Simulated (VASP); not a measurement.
Write the native input for VASP 6.6.1 that does the following.

```yaml
Task: single point
Functional: PBEsol
Potentials_or_basis: VASP PAW PBE potentials, release 64 (Sr_sv)
Cutoff: 520 eV
k_mesh: 10 × 10 × 3
Occupations: fermi-dirac, width 0.1 eV
Spin: no spin polarisation
Dipole_correction: no
Further_INCAR_settings: ALGO = Normal; EDIFF = 1e-06; NBANDS = 28
```

The structure of Sr lies in POSCAR:

```
Sr
1.0
    4.1382838102      0.0000000000      0.0000000000
   -2.0691419051      3.5838589078      0.0000000000
    0.0000000000      0.0000000000     13.5421278378
Sr
4
Direct
    1.0000000000      0.0000000000      1.0000000000
    1.0000000000      1.0000000000      0.5000000000
    0.3333333333      0.6666666667      0.2500000000
    0.6666666667      0.3333333333      0.7500000000
```

This isn't the form of Sr at room conditions, which is fcc.

These files were run (other wordings do the same):

INCAR

```
ALGO = Normal ; EDIFF = 1E-6
ENCUT = 520 ; GGA = PS
ISIF = 2 ; ISMEAR = -1
LASPH = True ; LCHARG = False
LREAL = False ; LWAVE = False
NBANDS = 28 ; NELM = 80
PREC = Accurate ; SIGMA = 0.1
```

KPOINTS

```
k-points
0
Gamma
  10 10 3
```

Potentials or basis: VASP PAW PBE potentials, release 64 (Sr_sv).

Command:

```sh
$ cat potpaw_PBE.64/Sr_sv/POTCAR > POTCAR
$ mpirun -np 1 vasp_std > vasp.out
```

Results of the run:

- Pressure: 0.5 GPa
- Band gap on the k mesh: zero (bands 20 and 21 overlap by 0.07 eV)

Caveat: the PAW data sets were made with another functional, which shifts forces and pressure a little.

Run time: 69 s on 1 thread of Intel(R) Xeon(R) 6975P-C (Granite Rapids), with other jobs on the host, peak memory 0.37 GiB.
